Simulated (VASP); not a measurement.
# LiF (rocksalt type) (Fm-3m) in VASP: a series of runs

LiF (rocksalt type) is run at these levels: PBE; tasks: electric field gradients, single point.

Everything below comes from runs of VASP 6.6.1. Logs are shortened: lines on timing, memory, paths and dates and some standing lists are left out, and cuts for length are marked.

## (1) The cell of the first run

The structure is cubic, space group Fm-3m (No. 225). Conventional cell: a = 4.135 Å, b = 4.135 Å, c = 4.135 Å, α = 90.00°, β = 90.00°, γ = 90.00°. Li (site symmetry m-3m) has 6 F at 2.07 Å within 2.7 Å. Within 2.7 Å of F (site symmetry m-3m) lie 6 Li at 2.07 Å.

## (2) Electric field gradients, PBE (8.84 Å³/atom)

INCAR

```
ALGO = Normal
EDIFF = 1E-8
ENCUT = 520
GGA = PE
ISIF = 2
ISMEAR = -1
LASPH = T
LCHARG = F
LEFG = T
LREAL = F
LWAVE = F
NBANDS = 12
NELM = 100
PREC = Accurate
SIGMA = 0.03
```

KPOINTS

```
k-points
0
Gamma
  14 14 14
```

POSCAR

```
LiF
1.0
    0.0000000000      2.0674029637      2.0674029637
    2.0674029637      0.0000000000      2.0674029637
    2.0674029637      2.0674029637      0.0000000000
Li F
1 1
Direct
    0.0000000000      0.0000000000      0.0000000000
    0.5000000000      0.5000000000      0.5000000000
```

Potentials or basis: VASP PAW PBE potentials, release 64 (Li_sv, F).

On the command line:

```console
> cat potpaw_PBE.64/Li_sv/POTCAR potpaw_PBE.64/F/POTCAR > POTCAR
> mpirun -np 1 vasp_std > vasp.out
```

OUTCAR:

```text
EDIFF = 1E-8
   ENCUT = 520
   GGA = PE
   ISIF = 2
   ISMEAR = -1
   LASPH = T
   LREAL = F
   NELM = 100
   PREC = Accurate

 ion  position               nearest neighbor table
   1  0.000  0.000  0.000-   2 2.07   2 2.07   2 2.07   2 2.07   2 2.07   2 2.07
   2  0.500  0.500  0.500-   1 2.07   1 2.07   1 2.07   1 2.07   1 2.07   1 2.07

  LATTYP: Found a face centered cubic cell.
 ALAT       =     4.1348059274

  Lattice vectors:

 A1 = (   0.0000000000,   2.0674029637,   2.0674029637)
 A2 = (   2.0674029637,   0.0000000000,   2.0674029637)
 A3 = (   2.0674029637,   2.0674029637,   0.0000000000)

Analysis of symmetry for initial positions (statically):
=====================================================================
 Subroutine PRICEL returns:
 Original cell was already a primitive cell.

 Routine SETGRP: Setting up the symmetry group for a
 face centered cubic supercell.

 Subroutine GETGRP returns: Found 48 space group operations
 (whereof 48 operations were pure point group operations)
 out of a pool of 48 trial point group operations.

The static configuration has the point symmetry O_h .

Analysis of symmetry for dynamics (positions and initial velocities):
=====================================================================
 Subroutine PRICEL returns:
 Original cell was already a primitive cell.

 Routine SETGRP: Setting up the symmetry group for a
 face centered cubic supercell.

 Subroutine GETGRP returns: Found 48 space group operations
 (whereof 48 operations were pure point group operations)
 out of a pool of 48 trial point group operations.

The dynamic configuration has the point symmetry O_h .

 Subroutine INISYM returns: Found 48 space group operations
 (whereof 48 operations are pure point group operations),
 and found     1 'primitive' translations

----------------------------------------------------------------------------------------

                                     Primitive cell

  volume of cell :      17.6728

  direct lattice vectors                    reciprocal lattice vectors
     0.000000000  2.067402964  2.067402964    -0.241849320  0.241849320  0.241849320
     2.067402964  0.000000000  2.067402964     0.241849320 -0.241849320  0.241849320
     2.067402964  2.067402964  0.000000000     0.241849320  0.241849320 -0.241849320

  length of vectors
[... 135 lines left out ...]
 Fermi energy:        -0.7760627219

 k-point     1 :       0.0000    0.0000    0.0000
  band No.  band energies     occupation
      1     -42.5818      2.00000
      2     -21.2389      2.00000
      3      -1.4687      2.00000
      4      -1.4687      2.00000
      5      -1.4687      2.00000
      6       6.9543      0.00000
      7      21.4744      0.00000
      8      21.4745      0.00000
      9      21.4745      0.00000
     10      22.0849      0.00000
     11      22.0849      0.00000
     12      22.0849      0.00000
[... 331 lines left out ...]
 k-point    24 :       0.2857    0.1429    0.0000
  band No.  band energies     occupation
      1     -42.5570      2.00000
      2     -21.0112      2.00000
      3      -2.7311      2.00000
      4      -1.7849      2.00000
      5      -1.7638      2.00000
      6       8.7832      0.00000
      7      15.8333      0.00000
      8      17.8814      0.00000
      9      18.2225      0.00000
     10      20.9530      0.00000
     11      27.7346      0.00000
     12      27.8259      0.00000

 [... further k-points ...]

------------------------ aborting loop because EDIFF is reached ----------------------------------------

  FORCE on cell =-STRESS in cart. coord.  units (eV):
  Direction    XX          YY          ZZ          XY          YZ          ZX
  --------------------------------------------------------------------------------------
  -------------------------------------------------------------------------------------
  Total       -0.3752162     -0.3752162     -0.3752162     -0.0000000     -0.0000000      0.0000000
  in kB      -34.0162799    -34.0162799    -34.0162799     -0.0000000     -0.0000000      0.0000000
  external PRESSURE =     -34.0162799 kB  Pullay stress =       0.0000000 kB

 VOLUME and BASIS-vectors are now :
 -----------------------------------------------------------------------------
  energy-cutoff  :      520.00
  volume of cell :       17.67
      direct lattice vectors                 reciprocal lattice vectors
     0.000000000  2.067402964  2.067402964    -0.241849320  0.241849320  0.241849320
     2.067402964  0.000000000  2.067402964     0.241849320 -0.241849320  0.241849320
     2.067402964  2.067402964  0.000000000     0.241849320  0.241849320 -0.241849320

 POSITION                                       TOTAL-FORCE (eV/Angst)
 -----------------------------------------------------------------------------------
      0.00000      0.00000      0.00000         0.000000      0.000000     -0.000000
      2.06740      2.06740      2.06740        -0.000000     -0.000000      0.000000
 -----------------------------------------------------------------------------------
    total drift:                               -0.000000     -0.000000      0.000000

  FREE ENERGIE OF THE ION-ELECTRON SYSTEM (eV)
  ---------------------------------------------------
  free  energy   TOTEN  =        -9.6329208369 eV

  energy  without entropy=       -9.6329208369  energy(sigma->0) =       -9.63292084

 Electric field gradients (V/A^2)
---------------------------------------------------------------------
 ion       V_xx      V_yy      V_zz      V_xy      V_xz      V_yz
---------------------------------------------------------------------
   1      -0.000     0.000    -0.000    -0.003    -0.003    -0.003
   2       0.000    -0.000     0.000    -0.003    -0.003    -0.003
---------------------------------------------------------------------

 Electric field gradients after diagonalization (V/A^2)
 (convention: |V_zz| > |V_xx| > |V_yy|)
----------------------------------------------------------------------
 ion       V_xx      V_yy      V_zz     asymmetry (V_yy - V_xx)/ V_zz
----------------------------------------------------------------------
   1       0.003     0.003    -0.007       0.000
   2       0.003     0.003    -0.006       0.000
----------------------------------------------------------------------

           NMR quadrupolar parameters

 Cq : quadrupolar parameter    Cq=e*Q*V_zz/h
 eta: asymmetry parameters     (V_yy - V_xx)/ V_zz
 Q  : nuclear electric quadrupole moment in mb (millibarn)
----------------------------------------------------------------------
 ion       Cq(MHz)       eta       Q (mb)
----------------------------------------------------------------------
   1      -0.000       0.000       1.000
   2      -0.000       0.000       1.000
----------------------------------------------------------------------
```

OSZICAR:

```text
N       E                     dE             d eps       ncg     rms          rms(c)
DAV:   1     0.317170494203E+02    0.31717E+02   -0.53528E+03  2608   0.844E+02
DAV:   2    -0.897562528598E+01   -0.40693E+02   -0.39662E+02  3036   0.185E+02
DAV:   3    -0.101361239385E+02   -0.11605E+01   -0.11571E+01  3280   0.270E+01
DAV:   4    -0.101489810509E+02   -0.12857E-01   -0.12856E-01  2884   0.299E+00
DAV:   5    -0.101491593107E+02   -0.17826E-03   -0.17826E-03  3240   0.264E-01    0.456E+00
DAV:   6    -0.962139741759E+01    0.52776E+00   -0.26537E+00  2792   0.986E+00    0.146E+00
DAV:   7    -0.962556294164E+01   -0.41655E-02   -0.17412E-02  3288   0.116E+00    0.879E-01
DAV:   8    -0.963279723411E+01   -0.72343E-02   -0.16727E-02  3144   0.133E+00    0.118E-01
DAV:   9    -0.963281857048E+01   -0.21336E-04   -0.95022E-04  2916   0.274E-01    0.451E-02
DAV:  10    -0.963291665383E+01   -0.98083E-04   -0.16269E-04  2868   0.947E-02    0.127E-02
DAV:  11    -0.963292056240E+01   -0.39086E-05   -0.48207E-06  3316   0.216E-02    0.165E-03
DAV:  12    -0.963292072685E+01   -0.16444E-06   -0.68625E-07  2864   0.745E-03    0.104E-03
DAV:  13    -0.963292083448E+01   -0.10763E-06   -0.55481E-08  3004   0.206E-03    0.274E-04
DAV:  14    -0.963292083686E+01   -0.23780E-08   -0.29605E-09  1956   0.493E-04
   1 F= -.96329208E+01 E0= -.96329208E+01  d E =-.389527E-11
```

stdout:

```text
POSCAR found type information on POSCAR LiF
 POSCAR found :  2 types and       2 ions
 scaLAPACK will be used
 LDA part: xc-table for (Slater+PW92), standard interpolation
 POSCAR, INCAR and KPOINTS ok, starting setup
 FFT: planning ... GRIDC
 FFT: planning ... GRID_SOFT
 FFT: planning ... GRID
 WAVECAR not read
 entering main loop
ion   1

ion   2
```

Wall time 35 s (1 thread of Intel Xeon 8259CL, shared host); peak memory 0.14 GiB.

What came out:

```
Free energy                             : -9.6329 eV
Band gap on the k mesh                  : 8.42 eV
Largest electric field gradient by atom : zero within the noise of the run
```

Caveat: the cutoff is under 1.25 times the usual one of these potentials, so pressure, stress and relaxed cells hold a basis-set (Pulay) error. A k mesh can miss the band edges.

## (3) Single point, PBE

This run uses another cell than the first one, of 8.42 Å³/atom.

POSCAR

```
LiF
1.0
    0.0000000000      2.0340519226      2.0340519226
    2.0340519226      0.0000000000      2.0340519226
    2.0340519226      2.0340519226      0.0000000000
Li F
1 1
Direct
    0.0000000000      0.0000000000      0.0000000000
    0.5000000000      0.5000000000      0.5000000000
```

INCAR.step1

```
PREC = Accurate
ENCUT = 520
EDIFF = 1E-7
ISMEAR = -1
SIGMA = 0.03
LREAL = False
LASPH = True
NELM = 80
ALGO = Normal
ISIF = 2
LWAVE = False
LCHARG = True
GGA = PE
NBANDS = 12
```

KPOINTS.step1

```
Automatic mesh
0
Gamma
  14 14 14
```

INCAR.step2

```
PREC = Accurate
ENCUT = 520
EDIFF = 1E-7
ISMEAR = -5
SIGMA = 0.03
LREAL = False
LASPH = True
NELM = 80
ALGO = Normal
ISIF = 2
LWAVE = False
LCHARG = False
GGA = PE
LORBIT = 11
NEDOS = 2001
ICHARG = 11
```

KPOINTS.step2

```
Automatic mesh
0
Gamma
  21 21 21
```

Potentials or basis: VASP PAW PBE potentials, release 64 (Li_sv, F).

On the command line:

```console
> cat potpaw_PBE.64/Li_sv/POTCAR potpaw_PBE.64/F/POTCAR > POTCAR
> cp INCAR.step1 INCAR
> cp KPOINTS.step1 KPOINTS
> mpirun -np 1 vasp_std > vasp.out
> cp INCAR.step2 INCAR
> cp KPOINTS.step2 KPOINTS
> mpirun -np 1 vasp_std > vasp.out
```

OUTCAR:

```text
PREC = Accurate
   ENCUT = 520
   EDIFF = 1E-7
   ISMEAR = -5
   LREAL = False
   LASPH = True
   NELM = 80
   ISIF = 2
   GGA = PE
   LORBIT = 11
   ICHARG = 11

 ion  position               nearest neighbor table
   1  0.000  0.000  0.000-   2 2.03   2 2.03   2 2.03   2 2.03   2 2.03   2 2.03
   2  0.500  0.500  0.500-   1 2.03   1 2.03   1 2.03   1 2.03   1 2.03   1 2.03

  LATTYP: Found a face centered cubic cell.
[... 486 lines left out ...]
  -------------------------------------------------------------------------------------
  Total       -0.0466035     -0.0466035     -0.0466035      0.0000000      0.0000000     -0.0000000
  in kB       -4.4362211     -4.4362211     -4.4362211      0.0000000      0.0000000     -0.0000000
  external PRESSURE =      -4.4362211 kB  Pullay stress =       0.0000000 kB

 VOLUME and BASIS-vectors are now :
 -----------------------------------------------------------------------------
  energy-cutoff  :      520.00
  volume of cell :       16.83
      direct lattice vectors                 reciprocal lattice vectors
     0.000000000  2.034051923  2.034051923    -0.245814767  0.245814767  0.245814767
     2.034051923  0.000000000  2.034051923     0.245814767 -0.245814767  0.245814767
     2.034051923  2.034051923  0.000000000     0.245814767  0.245814767 -0.245814767

 POSITION                                       TOTAL-FORCE (eV/Angst)
 -----------------------------------------------------------------------------------
      0.00000      0.00000      0.00000         0.000000      0.000000     -0.000000
      2.03405      2.03405      2.03405        -0.000000      0.000000      0.000000
 -----------------------------------------------------------------------------------
    total drift:                               -0.000000     -0.000000      0.000000

  FREE ENERGIE OF THE ION-ELECTRON SYSTEM (eV)
  ---------------------------------------------------
  free  energy   TOTEN  =        -9.6408939356 eV

  energy  without entropy=       -9.6408939356  energy(sigma->0) =       -9.64089394

 total charge

# of ion       s       p       d       tot
------------------------------------------
    1        2.015   0.045   0.000   2.060
    2        1.729   4.404   0.000   6.133
--------------------------------------------------
tot          3.744   4.449   0.000   8.192
```

Run time: 72 s. Hardware: 1 thread of Intel Xeon 8259CL, shared host; peak memory 0.16 GiB.

Results:

```yaml
Valence_electrons_inside_the_program's_atomic_spheres: Li 2.06; F 6.13
```

Levels at points of the mesh, in eV from the valence-band top:
```tsv
k point	band 1	band 2	band 3	band 4	band 5	band 6	band 7	band 8	band 9
(0.00, 0.00, 0.00)	-40.99	-19.89	0.00	0.00	0.00	8.83	23.57	23.58	23.69
```

Caveat: the cutoff is under 1.25 times the usual one of these potentials, so pressure, stress and relaxed cells hold a basis-set (Pulay) error.
